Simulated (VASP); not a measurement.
# Al14VN16 (a cell with a defect) in VASP: relaxation of the atoms with PBE

Aim: the relaxation of the atoms of Al14VN16 (a cell with a defect) with PBE.

Program: VASP 6.6.1. These are calculated values, not measurements. Logs are shortened: lines on timing, memory, paths and dates and some standing lists are left out, and cuts for length are marked.

### 1 The cell of the first run

The cell holds a defect, 31 atoms: a = 6.260 Å, b = 6.260 Å, c = 10.035 Å, α = 90.00°, β = 90.00°, γ = 120.00°.

### 2 Relaxation of the atoms, PBE

INCAR

```
SYSTEM = Al14VN16
ALGO = Normal
EDIFF = 1E-7
EDIFFG = -0.03
ENCUT = 520
GGA = PE
GGA_COMPAT = .False.
IBRION = 2
ISIF = 2
ISMEAR = 0
LASPH = .True.
LCHARG = .False.
LREAL = Auto
LWAVE = .False.
NELECT = 134.0
NELM = 120
NELMIN = 4
NSW = 100
PREC = Accurate
SIGMA = 0.01
```

KPOINTS

```
Automatic mesh
0
Gamma
  1 1 1
  0.25 0.25 0.25
```

POSCAR

```
Al14VN16
1.0
    6.2595139100      0.0000000600      0.0000000000
   -3.1297570100      5.4208980300      0.0000000000
    0.0000000000      0.0000000000     10.0348065900
V N Al
1 16 14
Direct
    0.3333333300      0.1666666700      0.2496176900
    0.3333333300      0.1666666700      0.4403823100
    0.1666666700      0.3333333300      0.1903823100
    0.3333333300      0.1666666700      0.9403823100
    0.1666666700      0.3333333300      0.6903823100
    0.3333333300      0.6666666700      0.4403823100
    0.1666666700      0.8333333300      0.1903823100
    0.3333333300      0.6666666700      0.9403823100
    0.1666666700      0.8333333300      0.6903823100
    0.8333333300      0.1666666700      0.4403823100
    0.6666666700      0.3333333300      0.1903823100
    0.8333333300      0.1666666700      0.9403823100
    0.6666666700      0.3333333300      0.6903823100
    0.8333333300      0.6666666700      0.4403823100
    0.6666666700      0.8333333300      0.1903823100
    0.8333333300      0.6666666700      0.9403823100
    0.6666666700      0.8333333300      0.6903823100
    0.3333333300      0.1666666700      0.7496176900
    0.1666666700      0.3333333300      0.9996176900
    0.3333333300      0.6666666700      0.2496176900
    0.1666666700      0.8333333300      0.4996176900
    0.3333333300      0.6666666700      0.7496176900
    0.1666666700      0.8333333300      0.9996176900
    0.8333333300      0.1666666700      0.2496176900
    0.6666666700      0.3333333300      0.4996176900
    0.8333333300      0.1666666700      0.7496176900
    0.6666666700      0.3333333300      0.9996176900
    0.8333333300      0.6666666700      0.2496176900
    0.6666666700      0.8333333300      0.4996176900
    0.8333333300      0.6666666700      0.7496176900
    0.6666666700      0.8333333300      0.9996176900
```

Potentials or basis: VASP PAW PBE potentials, release 64 (V_sv, N, Al).

On the command line:

```
$ cat potpaw_PBE.64/V_sv/POTCAR potpaw_PBE.64/N/POTCAR potpaw_PBE.64/Al/POTCAR > POTCAR
$ mpirun -np 1 vasp_std > vasp.out
```

OUTCAR:

```text
SYSTEM = Al14VN16
   EDIFF = 1E-7
   EDIFFG = -0.03
   ENCUT = 520
   GGA = PE
   IBRION = 2
   ISIF = 2
   ISMEAR = 0
   LASPH = .True.
   LREAL = Auto
   NELECT = 134.0
   NELM = 120
   NELMIN = 4
   NSW = 100
   PREC = Accurate

 ion  position               nearest neighbor table
   1  0.333  0.167  0.250-   3 1.90  11 1.90   7 1.90   2 1.91  19 3.09  25 3.09  27 3.09  21 3.09
                            23 3.09  28 3.13  28 3.13  24 3.13  24 3.13  20 3.13  20 3.13
   2  0.333  0.167  0.440-  25 1.90  21 1.90   1 1.91
   3  0.167  0.333  0.190-   1 1.90  24 1.90  20 1.90  19 1.91
   4  0.333  0.167  0.940-  19 1.90  27 1.90  23 1.90  18 1.91
   5  0.167  0.333  0.690-  18 1.90  26 1.90  22 1.90
   6  0.333  0.667  0.440-  21 1.90  29 1.90  20 1.91
   7  0.167  0.833  0.190-  20 1.90  28 1.90   1 1.90  23 1.91
   8  0.333  0.667  0.940-  23 1.90  31 1.90  19 1.90  22 1.91
   9  0.167  0.833  0.690-  22 1.90  30 1.90  18 1.90  21 1.91
  10  0.833  0.167  0.440-  25 1.90  29 1.90  24 1.91
  11  0.667  0.333  0.190-  24 1.90   1 1.90  28 1.90  27 1.91
  12  0.833  0.167  0.940-  27 1.90  19 1.90  31 1.90  26 1.91
  13  0.667  0.333  0.690-  26 1.90  18 1.90  30 1.90  25 1.91
  14  0.833  0.667  0.440-  29 1.90  21 1.90  25 1.90  28 1.91
  15  0.667  0.833  0.190-  28 1.90  20 1.90  24 1.90  31 1.91
  16  0.833  0.667  0.940-  31 1.90  23 1.90  27 1.90  30 1.91
[... 15 lines left out ...]
  25  0.667  0.333  0.500-  10 1.90   2 1.90  14 1.90  13 1.91  24 3.09  26 3.09   1 3.09  18 3.09
                            28 3.09  30 3.09  21 3.13  21 3.13  29 3.13  29 3.13
  26  0.833  0.167  0.750-  13 1.90   5 1.90  17 1.90  12 1.91  25 3.09  27 3.09  19 3.09  29 3.09
                            31 3.09  22 3.13  22 3.13  18 3.13  18 3.13  30 3.13  30 3.13
  27  0.667  0.333  1.000-  12 1.90   4 1.90  16 1.90  11 1.91  24 3.09  26 3.09   1 3.09  18 3.09
                            28 3.09  30 3.09  23 3.13  23 3.13  19 3.13  19 3.13  31 3.13  31 3.13
  28  0.833  0.667  0.250-  15 1.90   7 1.90  11 1.90  14 1.91  29 3.09  31 3.09  21 3.09  23 3.09
                            25 3.09  27 3.09   1 3.13   1 3.13  20 3.13  20 3.13  24 3.13  24 3.13
  29  0.667  0.833  0.500-  14 1.90   6 1.90  10 1.90  17 1.91  28 3.09  30 3.09  20 3.09  22 3.09
                            24 3.09  26 3.09  21 3.13  21 3.13  25 3.13  25 3.13
  30  0.833  0.667  0.750-  17 1.90   9 1.90  13 1.90  16 1.91  29 3.09  31 3.09  21 3.09  23 3.09
                            25 3.09  27 3.09  18 3.13  18 3.13  22 3.13  22 3.13  26 3.13  26 3.13
  31  0.667  0.833  1.000-  16 1.90   8 1.90  12 1.90  15 1.91  28 3.09  30 3.09  20 3.09  22 3.09
                            24 3.09  26 3.09  19 3.13  19 3.13  23 3.13  23 3.13  27 3.13  27 3.13

  LATTYP: Found a hexagonal cell.
 ALAT       =     6.2595139100
 C/A-ratio  =     1.6031287308

  Lattice vectors:

 A1 = (   6.2595139100,   0.0000000600,   0.0000000000)
 A2 = (  -3.1297570100,   5.4208980300,   0.0000000000)
 A3 = (   0.0000000000,   0.0000000000,  10.0348065900)

Analysis of symmetry for initial positions (statically):
=====================================================================
[... 194 lines left out ...]
 non-spin polarized calculation
 Gauss-broadening in eV      SIGMA  =   0.01
  energy-cutoff  :      520.00
  volume of cell :      340.50
 maximum number of plane-waves:      9148
 NGX is ok and might be reduce to    48
   NGX = 23   NGY = 23   NGZ = 37

--------------------------------------- Ionic step        1  -------------------------------------------

 number of electron     133.9999973 magnetization

 Free energy of the ion-electron system (eV)
  ---------------------------------------------------
  ext. energy  EPLUGINS =         0.00000000
  ---------------------------------------------------
  free energy    TOTEN  =      -238.54057133 eV

  energy without entropy =     -238.54057133  energy(sigma->0) =     -238.54057133

------------------------ aborting loop because EDIFF is reached ----------------------------------------

  FORCE on cell =-STRESS in cart. coord.  units (eV):
  Direction    XX          YY          ZZ          XY          YZ          ZX
  --------------------------------------------------------------------------------------
  -------------------------------------------------------------------------------------
  Total      -11.6048500    -12.8574563    -16.1861894     -1.0847888      0.3452345     -0.5979626
  in kB      -54.6046035    -60.4985245    -76.1612992     -5.1042851      1.6244409     -2.8136089
  external PRESSURE =     -63.7548091 kB  Pullay stress =       0.0000000 kB
[... 176 lines left out ...]
  FREE ENERGIE OF THE ION-ELECTRON SYSTEM (eV)
  ---------------------------------------------------
  free  energy   TOTEN  =      -239.5678980256 eV

  energy  without entropy=     -239.5678980256  energy(sigma->0) =     -239.56789803

[... ionic steps 4 to 23 ...]

--------------------------------------- Ionic step       24  -------------------------------------------

 number of electron     133.9999985 magnetization

------------------------ aborting loop because EDIFF is reached ----------------------------------------
[... 125 lines left out ...]
--------------------------------------- Ionic step       26  -------------------------------------------

 number of electron     133.9999985 magnetization

 Free energy of the ion-electron system (eV)
  ---------------------------------------------------
  ext. energy  EPLUGINS =         0.00000000
  ---------------------------------------------------
  free energy    TOTEN  =      -240.05484283 eV

  energy without entropy =     -240.05484283  energy(sigma->0) =     -240.05484283

 E-fermi :   5.8261     XC(G=0): -10.6591

 val. band max:        5.7442558411   @ k =  -0.2500   0.5000   0.2500
 cond. band min:       6.1557132007   @ k =   0.2500   0.2500   0.2500
 fundamental gap:      0.4114573596
 Fermi energy:         5.8261105552

 k-point     1 :       0.2500    0.2500    0.2500
  band No.  band energies     occupation
      1     -58.8750      2.00000
      2     -32.8717      2.00000
      3     -32.7177      2.00000
      4     -32.6966      2.00000
      5      -9.0907      2.00000
      6      -8.6522      2.00000
[... 235 lines left out ...]
     78      12.0623      0.00000
     79      12.2158      0.00000
 [bands above 79 left out]

------------------------ aborting loop because EDIFF is reached ----------------------------------------

  FORCE on cell =-STRESS in cart. coord.  units (eV):
  Direction    XX          YY          ZZ          XY          YZ          ZX
  --------------------------------------------------------------------------------------
  -------------------------------------------------------------------------------------
  Total       -7.9477732     -9.9534969     -4.6272298     -1.7370076      0.2191988     -0.3796654
  in kB      -37.3968645    -46.8344488    -21.7726253     -8.1731874      1.0314021     -1.7864497
  external PRESSURE =     -35.3346462 kB  Pullay stress =       0.0000000 kB
[... 46 lines left out ...]
  FREE ENERGIE OF THE ION-ELECTRON SYSTEM (eV)
  ---------------------------------------------------
  free  energy   TOTEN  =      -240.0548428339 eV

  energy  without entropy=     -240.0548428339  energy(sigma->0) =     -240.05484283

 reached required accuracy - stopping structural energy minimisation
```

OSZICAR:

```text
N       E                     dE             d eps       ncg     rms          rms(c)
DAV:   1     0.743979457989E+03    0.74398E+03   -0.65864E+04   538   0.149E+03
DAV:   2    -0.203746027064E+03   -0.94773E+03   -0.92396E+03   643   0.314E+02
DAV:   3    -0.278551087023E+03   -0.74805E+02   -0.74203E+02   564   0.963E+01
[... 334 lines left out ...]
DAV:   5    -0.240054843179E+03    0.26855E-05   -0.55435E-05   604   0.219E-02    0.113E-02
DAV:   6    -0.240054842842E+03    0.33680E-06   -0.83982E-06   580   0.110E-02    0.558E-03
DAV:   7    -0.240054842950E+03   -0.10767E-06   -0.19954E-06   596   0.823E-03    0.483E-03
DAV:   8    -0.240054842842E+03    0.10736E-06   -0.42251E-07   452   0.430E-03    0.141E-03
DAV:   9    -0.240054842834E+03    0.82364E-08   -0.10488E-07   348   0.134E-03
  26 F= -.24005484E+03 E0= -.24005484E+03  d E =-.224643E-03
```

CONTCAR:

```text
Al14VN16
   1.00000000000000
     6.2595139099999999    0.0000000600000000    0.0000000000000000
    -3.1297570100000001    5.4208980300000000    0.0000000000000000
     0.0000000000000000    0.0000000000000000   10.0348065900000005
  V               N               Al
     1    16    14
Direct
     0.3334681572405275    0.1665318427594725    0.2509185447476566
     0.3400091088888783    0.1599908911111219    0.4210357757007161
     0.1656462036818824    0.3343537963181177    0.1926848688277976
     0.3318055468829013    0.1681944531170987    0.9406463576824020
     0.1627039541916254    0.3372960458083746    0.7018993434994534
     0.3744109820160941    0.7210317874589273    0.4361450086280904
[... 23 lines left out ...]
     0.8346843118537889    0.6653156881462111    0.7524207075900348
     0.6672543505093267    0.8327456494906733    0.9970355067935668

  0.00000000E+00  0.00000000E+00  0.00000000E+00
  0.00000000E+00  0.00000000E+00  0.00000000E+00
  0.00000000E+00  0.00000000E+00  0.00000000E+00
  0.00000000E+00  0.00000000E+00  0.00000000E+00
  0.00000000E+00  0.00000000E+00  0.00000000E+00
  0.00000000E+00  0.00000000E+00  0.00000000E+00
[... 23 lines left out ...]
  0.00000000E+00  0.00000000E+00  0.00000000E+00
  0.00000000E+00  0.00000000E+00  0.00000000E+00
```

It took 83 min on 1 thread of Oxide Virtual Turin-like, shared host; peak memory 0.49 GiB.

Results:

- Free energy: -240.0548 eV
- Energy gained by relaxing: 48.8 meV/atom
- Ionic steps: 26
- Largest force after relaxing: 0.017 eV/Å

Forces in eV/Å, atoms in the order of the input:
```
V   -0.007  0.004 -0.012
N   -0.002  0.001  0.005
N   -0.001  0.001 -0.015
N    0.000  0.000  0.009
N    0.003 -0.002 -0.006
N    0.004  0.014 -0.005
N   -0.001  0.007  0.004
N    0.001  0.001 -0.005
N    0.003 -0.010 -0.001
N   -0.010 -0.010 -0.005
N   -0.006 -0.003  0.004
N    0.000 -0.001 -0.005
N    0.010  0.002 -0.001
N    0.010 -0.006 -0.013
N   -0.008  0.005 -0.010
N   -0.003  0.002  0.015
N    0.006 -0.004  0.007
Al   0.002 -0.001 -0.004
Al  -0.001  0.000  0.012
Al  -0.006 -0.004 -0.001
Al  -0.004 -0.006  0.001
Al   0.010 -0.003  0.014
Al   0.004 -0.001 -0.007
Al   0.000  0.007 -0.001
Al   0.003  0.006  0.001
Al   0.007 -0.007  0.014
Al   0.003 -0.003 -0.007
Al  -0.004  0.003 -0.004
Al  -0.004  0.002  0.011
Al  -0.001  0.000  0.007
Al  -0.007  0.004 -0.001
```

Step by step:
```csv
step,energy change (eV),largest force (eV/Å),pressure (GPa)
1,0.0000,4.6385,-6.38
2,-0.0848,11.0105,-2.76
3,-1.0273,1.4531,-5.26
4,-1.2956,0.6937,-4.47
5,-1.3096,0.8215,-4.22
6,-1.4217,0.9923,-3.58
7,-1.4218,1.0582,-3.56
8,-1.4417,1.2446,-3.69
9,-1.4575,0.4965,-3.66
10,-1.4814,0.2591,-3.58
11,-1.4848,0.2705,-3.54
12,-1.4977,0.2229,-3.55
13,-1.4977,0.2462,-3.55
14,-1.5044,0.3364,-3.50
15,-1.5044,0.2860,-3.50
16,-1.5078,0.2700,-3.59
17,-1.5080,0.1813,-3.57
18,-1.5108,0.0901,-3.55
19,-1.5110,0.1211,-3.54
20,-1.5128,0.0905,-3.54
21,-1.5129,0.1149,-3.54
22,-1.5135,0.1353,-3.51
23,-1.5136,0.0658,-3.52
24,-1.5140,0.0356,-3.54
25,-1.5140,0.0320,-3.54
26,-1.5143,0.0171,-3.53
```

Final structure:
```cif
data_structure
_symmetry_space_group_name_H-M 'P 1'
_symmetry_Int_Tables_number 1
_cell_length_a 6.2595
_cell_length_b 6.2595
_cell_length_c 10.0348
_cell_angle_alpha 90.000
_cell_angle_beta 90.000
_cell_angle_gamma 120.000
_cell_volume 340.50
loop_
_atom_site_label
_atom_site_type_symbol
_atom_site_fract_x
_atom_site_fract_y
_atom_site_fract_z
_atom_site_occupancy
V1 V 0.33347 0.16653 0.25092 1
N1 N 0.34001 0.15999 0.42104 1
N2 N 0.16565 0.33435 0.19268 1
N3 N 0.33181 0.16819 0.94065 1
N4 N 0.16270 0.33730 0.70190 1
N5 N 0.37441 0.72103 0.43615 1
N6 N 0.16921 0.83847 0.19009 1
N7 N 0.33312 0.66939 0.94193 1
N8 N 0.16703 0.83791 0.69002 1
N9 N 0.77897 0.12559 0.43615 1
N10 N 0.66153 0.33079 0.19009 1
N11 N 0.83061 0.16688 0.94193 1
N12 N 0.66209 0.33297 0.69002 1
N13 N 0.83998 0.66002 0.43960 1
N14 N 0.66966 0.83034 0.18604 1
N15 N 0.83468 0.66532 0.94202 1
N16 N 0.66863 0.83137 0.69659 1
Al1 Al 0.32924 0.17076 0.74767 1
Al2 Al 0.16484 0.33516 0.99429 1
Al3 Al 0.34411 0.67190 0.25215 1
Al4 Al 0.16842 0.83280 0.50305 1
Al5 Al 0.33257 0.66853 0.74800 1
Al6 Al 0.16761 0.83598 0.99550 1
Al7 Al 0.82810 0.15589 0.25215 1
Al8 Al 0.66720 0.33158 0.50305 1
Al9 Al 0.83147 0.16743 0.74800 1
Al10 Al 0.66402 0.33239 0.99550 1
Al11 Al 0.83178 0.66822 0.25211 1
Al12 Al 0.67848 0.82152 0.51166 1
Al13 Al 0.83468 0.66532 0.75242 1
Al14 Al 0.66725 0.83275 0.99704 1
```

Levels at points of the mesh, in eV from the Fermi level:
| k point | band 63 | band 64 | band 65 | band 66 | band 67 | band 68 | band 69 | band 70 | band 71 | band 72 |
| --- | --- | --- | --- | --- | --- | --- | --- | --- | --- | --- |
| (0.25, 0.25, 0.25) | -1.21 | -1.04 | -0.93 | -0.61 | -0.29 | 0.33 | 1.61 | 1.98 | 2.45 | 3.16 |

Caveat: the k points lie up to 0.58 Å⁻¹ apart; the cell carries a net charge on a neutralising background, which shifts energy and pressure; the cell is charged against a uniform background, so pressure and absolute levels hang on convention.
